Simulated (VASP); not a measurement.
# CuCl2 (P4/mmm) in VASP: a series of runs

CuCl2 is run at these levels: PBEsol; tasks: single point.

Everything below comes from runs of VASP 6.6.1. Logs are shortened: lines on timing, memory, paths and dates and some standing lists are left out, and cuts for length are marked.

## (1) The cell of the first run

It takes space group P4/mmm (No. 123, tetragonal). The conventional cell has a = 4.521 Å, b = 4.521 Å, c = 4.318 Å, α = 90.00°, β = 90.00°, γ = 90.00°. Within 3.0 Å of Cu (site symmetry 4/mmm) lie 4 Cl at 2.26 Å. Cl (site symmetry mmm) has 2 Cu at 2.26 Å within 3.0 Å.

## (2) Single point, PBEsol

The input, INCAR:

```
PREC = Accurate
ENCUT = 520
EDIFF = 1E-7
ISMEAR = 1
SIGMA = 0.1
LREAL = False
LASPH = True
NELM = 80
ALGO = Normal
ISIF = 2
LWAVE = False
LCHARG = False
GGA = PS
NBANDS = 20
```

The input, KPOINTS:

```
Automatic mesh
0
Gamma
  4 4 5
```

The input, POSCAR:

```
CuCl2
1.0
    4.5206480000      0.0000000000      0.0000000000
    0.0000000000      4.5206480000      0.0000000000
    0.0000000000      0.0000000000      4.3177120000
Cu Cl
1 2
Direct
    0.0000000000      0.0000000000      0.0000000000
    0.5000000000      0.0000000000      0.0000000000
    0.0000000000      0.5000000000      0.0000000000
```

Potentials or basis: VASP PAW PBE potentials, release 64 (Cu, Cl).

Launch:

```
$ cat potpaw_PBE.64/Cu/POTCAR potpaw_PBE.64/Cl/POTCAR > POTCAR
$ mpirun -np 1 vasp_std > vasp.out
```

OUTCAR:

```text
PREC = Accurate
   ENCUT = 520
   EDIFF = 1E-7
   ISMEAR = 1
   LREAL = False
   LASPH = True
   NELM = 80
   ISIF = 2
   GGA = PS

 ion  position               nearest neighbor table
   1  0.000  0.000  0.000-   2 2.26   3 2.26   3 2.26   2 2.26
   2  0.500  0.000  0.000-   1 2.26   1 2.26
   3  0.000  0.500  0.000-   1 2.26   1 2.26

  LATTYP: Found a simple tetragonal cell.
 ALAT       =     4.5206480000
 C/A-ratio  =     0.9551090906

  Lattice vectors:

 A1 = (   4.5206480000,   0.0000000000,   0.0000000000)
 A2 = (   0.0000000000,   4.5206480000,   0.0000000000)
 A3 = (   0.0000000000,   0.0000000000,   4.3177120000)

Analysis of symmetry for initial positions (statically):
=====================================================================
 Subroutine PRICEL returns:
 Original cell was already a primitive cell.

 Routine SETGRP: Setting up the symmetry group for a
 simple tetragonal supercell.

 Subroutine GETGRP returns: Found 16 space group operations
 (whereof 16 operations were pure point group operations)
 out of a pool of 16 trial point group operations.

The static configuration has the point symmetry D_4h.

Analysis of symmetry for dynamics (positions and initial velocities):
=====================================================================
 Subroutine PRICEL returns:
 Original cell was already a primitive cell.

 Routine SETGRP: Setting up the symmetry group for a
 simple tetragonal supercell.

 Subroutine GETGRP returns: Found 16 space group operations
 (whereof 16 operations were pure point group operations)
 out of a pool of 16 trial point group operations.

The dynamic configuration has the point symmetry D_4h.

 Subroutine INISYM returns: Found 16 space group operations
 (whereof 16 operations are pure point group operations),
 and found     1 'primitive' translations

----------------------------------------------------------------------------------------

                                     Primitive cell

  volume of cell :      88.2379

  direct lattice vectors                    reciprocal lattice vectors
     4.520648000  0.000000000  0.000000000     0.221207225  0.000000000  0.000000000
     0.000000000  4.520648000  0.000000000     0.000000000  0.221207225  0.000000000
     0.000000000  0.000000000  4.317712000     0.000000000  0.000000000  0.231604146

  length of vectors
     4.520648000  4.520648000  4.317712000     0.221207225  0.221207225  0.231604146

  position of ions in fractional coordinates (direct lattice)
     0.000000000  0.000000000  0.000000000
     0.500000000  0.000000000  0.000000000
     0.000000000  0.500000000  0.000000000

  ion indices of the primitive-cell ions
   primitive index   ion index
                 1           1
                 2           2
                 3           3

----------------------------------------------------------------------------------------

 KPOINTS: Automatic mesh

Automatic generation of k-mesh.
 Grid dimensions read from file:
 generate k-points for:    4    4    5

 Generating k-lattice:

  Cartesian coordinates                     Fractional coordinates (reciprocal lattice)
     0.055301806  0.000000000  0.000000000     0.250000000  0.000000000  0.000000000
     0.000000000  0.055301806  0.000000000     0.000000000  0.250000000  0.000000000
     0.000000000  0.000000000  0.046320829     0.000000000  0.000000000  0.200000000

  Length of vectors
     0.055301806  0.055301806  0.046320829

  Shift w.r.t. Gamma in fractional coordinates (k-lattice)
     0.000000000  0.000000000  0.000000000

 Subroutine IBZKPT returns following result:
 ===========================================

 Found     18 irreducible k-points:

 Following reciprocal coordinates:
            Coordinates               Weight
  0.000000  0.000000  0.000000      1.000000
  0.250000  0.000000  0.000000      4.000000
  0.500000  0.000000  0.000000      2.000000
  0.250000  0.250000  0.000000      4.000000
  0.500000  0.250000  0.000000      4.000000
  0.500000  0.500000  0.000000      1.000000
[... 10 lines left out ...]
  0.500000  0.250000  0.400000      8.000000
  0.500000  0.500000  0.400000      2.000000
   k-points           NKPTS =     18   k-points in BZ     NKDIM =     18   number of bands    NBANDS=     20
   number of dos      NEDOS =    301   number of ions     NIONS =      3
   total plane-waves  NPLWV =  41472
   dimension x,y,z NGX =    36 NGY =   36 NGZ =   32
   dimension x,y,z NGXF=    72 NGYF=   72 NGZF=   64
   ions per type =               1   2
   NGX,Y,Z   is equivalent  to a cutoff of  13.24, 13.24, 12.32 a.u.
   NGXF,Y,Z  is equivalent  to a cutoff of  26.48, 26.48, 24.64 a.u.
 SYSTEM =  unknown system
   PREC   = accura    normal or accurate (medium, high low for compatibility)
   ISTART =      0    job   : 0-new  1-cont  2-samecut
   ICHARG =      2    charge: 1-file 2-atom 10-const
   ISPIN  =      1    spin polarized calculation?
   LNONCOLLINEAR =      F non collinear calculations
   LSORBIT =      F    spin-orbit coupling
   LASPH  =      T    aspherical Exc in radial PAW
   ENCUT  =  520.0 eV  38.22 Ry    6.18 a.u.   8.41  8.41  8.03*2*pi/ulx,y,z
   NELM   =     80;   NELMIN=  2; NELMDL= -5     # of ELM steps
   EDIFF  = 0.1E-06   stopping-criterion for ELM
   LREAL  =      F    real-space projection
   EDIFFG = 0.1E-05   stopping-criterion for IOM
   NSW    =      0    number of steps for IOM
   IBRION =     -1    ionic relax: 0-MD 1-quasi-New 2-CG
   NFREE  =      0    steps in history (QN), initial steepest desc. (CG)
   ISIF   =      2    stress and relaxation
   ISYM   =      2    0-nonsym 1-usesym 2-fastsym
   POTIM  = 0.5000    time-step for ionic-motion
   TEBEG  =    0.0;   TEEND  =   0.0 temperature during run
   PSTRESS=    0.0 pullay stress
   NELECT =      25.0000    total number of electrons
   NUPDOWN=      -1.0000    fix difference up-down
   EMIN   =  10.00;   EMAX   =-10.00  energy-range for DOS
   EFERMI =   0.00;   METHOD = LEGACY
   ISMEAR =     1;   SIGMA  =   0.10  broadening in eV -4-tet -1-fermi 0-gaus
   EFERMI_NEDOS =   21; number of points for ismear=-14 and -15
   IALGO  =     38    algorithm
   IMIX   =      4    mixing-type and parameters
     AMIX     =   0.40;   BMIX     =  1.00
     AMIX_MAG =   1.60;   BMIX_MAG =  1.00
  volume/ion in A,a.u.               =      29.41       198.49
  Fermi-wavevector in a.u.,A,eV,Ry     =   1.075234  2.031898 15.730090  1.156129
  Thomas-Fermi vector in A             =   2.211085
   LORBIT       =      0    0 simple, 1 ext, 2 COOP (PROOUT), +10 PAW based schemes
   GGA     = PS    functional components
   LHFCALC =     F    Hartree Fock is set to
   AEXX    =    0.0000 exact exchange contribution
   IVDW    =     0    specifies the selected vdW correction
   LEPSILON=     F    determine dielectric tensor
   LRPA    =     F    only Hartree local field effects (RPA)
 non-spin polarized calculation
 Methfessel and Paxton  Order N= 1 SIGMA  =   0.10
  energy-cutoff  :      520.00
  volume of cell :       88.24
 maximum number of plane-waves:      2404
 NGX is ok and might be reduce to    36
   NGX = 17   NGY = 17   NGZ = 17

 number of electron      25.0000003 magnetization

 Free energy of the ion-electron system (eV)
  ---------------------------------------------------
  ext. energy  EPLUGINS =         0.00000000
  ---------------------------------------------------
  free energy    TOTEN  =        -9.09953765 eV

  energy without entropy =       -9.09178821  energy(sigma->0) =       -9.09695450

 E-fermi :  -0.6620     XC(G=0):  -7.4876

 val. band max:       -0.6723964894   @ k =   0.5000   0.5000   0.4000
 cond. band min:      -0.6514262568   @ k =   0.2500   0.2500   0.0000
 fundamental gap:      0.0209702326
 Fermi energy:        -0.6619856792

 k-point     1 :       0.0000    0.0000    0.0000
  band No.  band energies     occupation
      1     -15.5429      2.00000
      2     -14.3968      2.00000
      3      -4.8083      2.00000
      4      -4.8083      2.00000
      5      -3.1370      2.00000
      6      -2.9239      2.00000
[... 12 lines left out ...]
     19      10.7308      0.00000
     20      10.8421      0.00000

 k-point     2 :       0.2500    0.0000    0.0000
  band No.  band energies     occupation
      1     -15.3602      2.00000
      2     -14.5328      2.00000
      3      -5.5336      2.00000
      4      -4.6461      2.00000
      5      -3.4311      2.00000
      6      -3.2543      2.00000
[... 12 lines left out ...]
     19       9.9404      0.00000
     20      11.1860      0.00000

 k-point     3 :       0.5000    0.0000    0.0000
  band No.  band energies     occupation
      1     -15.0086      2.00000
      2     -14.8379      2.00000
      3      -6.0497      2.00000
      4      -4.3669      2.00000
      5      -3.8240      2.00000
      6      -3.4318      2.00000
[... 12 lines left out ...]
     19      10.7079      0.00000
     20      10.9142      0.00000

 k-point     4 :       0.2500    0.2500    0.0000
  band No.  band energies     occupation
      1     -15.2039      2.00000
      2     -14.6090      2.00000
      3      -5.9476      2.00000
      4      -5.1092      2.00000
      5      -4.0561      2.00000
      6      -3.2895      2.00000
[... 12 lines left out ...]
     19      10.3393      0.00000
     20      10.8321      0.00000

 k-point     5 :       0.5000    0.2500    0.0000
  band No.  band energies     occupation
      1     -14.9096      2.00000
      2     -14.8211      2.00000
      3      -6.4802      2.00000
      4      -5.1505      2.00000
      5      -4.4580      2.00000
      6      -3.4214      2.00000
[... 12 lines left out ...]
     19       9.2669      0.00000
     20      10.3401      0.00000
[... 215 lines left out ...]
      6      -3.6617      2.00000
[... 12 lines left out ...]
     19      10.7011      0.00000
     20      10.7144      0.00000

 k-point    16 :       0.2500    0.2500    0.4000
  band No.  band energies     occupation
      1     -15.1705      2.00000
      2     -14.5835      2.00000
      3      -5.8872      2.00000
      4      -5.0906      2.00000
      5      -4.0230      2.00000
      6      -3.6058      2.00000
[... 12 lines left out ...]
     19      10.6711      0.00000
     20      10.9449      0.00000

 k-point    17 :       0.5000    0.2500    0.4000
  band No.  band energies     occupation
      1     -14.8802      2.00000
      2     -14.7920      2.00000
      3      -6.4195      2.00000
      4      -5.1352      2.00000
      5      -4.4140      2.00000
      6      -3.6416      2.00000
[... 12 lines left out ...]
     19      10.2731      0.00000
     20      10.4419      0.00000

 k-point    18 :       0.5000    0.5000    0.4000
  band No.  band energies     occupation
      1     -14.7757      2.00000
      2     -14.7757      2.00000
      3      -6.9556      2.00000
      4      -5.3504      2.00000
      5      -4.7918      2.00000
      6      -3.6216      2.00000
[... 12 lines left out ...]
     19      10.3327      0.00000
     20      10.3327      0.00000

------------------------ aborting loop because EDIFF is reached ----------------------------------------

  FORCE on cell =-STRESS in cart. coord.  units (eV):
  Direction    XX          YY          ZZ          XY          YZ          ZX
  --------------------------------------------------------------------------------------
  -------------------------------------------------------------------------------------
  Total       -1.4934495     -1.4934495      0.0217429      0.0000000     -0.0000000      0.0000000
  in kB      -27.1172757    -27.1172757      0.3947971      0.0000000     -0.0000000      0.0000000
  external PRESSURE =     -17.9465848 kB  Pullay stress =       0.0000000 kB

 VOLUME and BASIS-vectors are now :
 -----------------------------------------------------------------------------
  energy-cutoff  :      520.00
  volume of cell :       88.24
      direct lattice vectors                 reciprocal lattice vectors
     4.520648000  0.000000000  0.000000000     0.221207225  0.000000000  0.000000000
     0.000000000  4.520648000  0.000000000     0.000000000  0.221207225  0.000000000
     0.000000000  0.000000000  4.317712000     0.000000000  0.000000000  0.231604146

 POSITION                                       TOTAL-FORCE (eV/Angst)
 -----------------------------------------------------------------------------------
      0.00000      0.00000      0.00000         0.000000      0.000000      0.000000
      2.26032      0.00000      0.00000         0.000000      0.000000      0.000000
      0.00000      2.26032      0.00000         0.000000      0.000000      0.000000
 -----------------------------------------------------------------------------------
    total drift:                                0.000000     -0.000000     -0.000000

  FREE ENERGIE OF THE ION-ELECTRON SYSTEM (eV)
  ---------------------------------------------------
  free  energy   TOTEN  =        -9.0995376531 eV

  energy  without entropy=       -9.0917882051  energy(sigma->0) =       -9.09695450
```

Run time: 53 s. Hardware: 1 thread of Intel Xeon Platinum 8259CL at 2.50GHz (Skylake/Cascade Lake), shared host; peak memory 0.19 GiB.

What came out:

```
Free energy : -9.0995 eV
Pressure    : -1.8 GPa
```

Stress tensor (GPa, compression positive):
```
-2.71  0.00  0.00
 0.00 -2.71  0.00
 0.00  0.00  0.04
```

Caveat: the PAW data sets were made with another functional, which shifts forces and pressure a little; an odd number of electrons without spin polarisation forces a metal; a magnetic or distorted state may lie lower; semilocal functionals often make such compounds metallic where correlation or magnetic order opens a gap, which also shifts bond lengths.

(Part 1 of 2 ends here.)
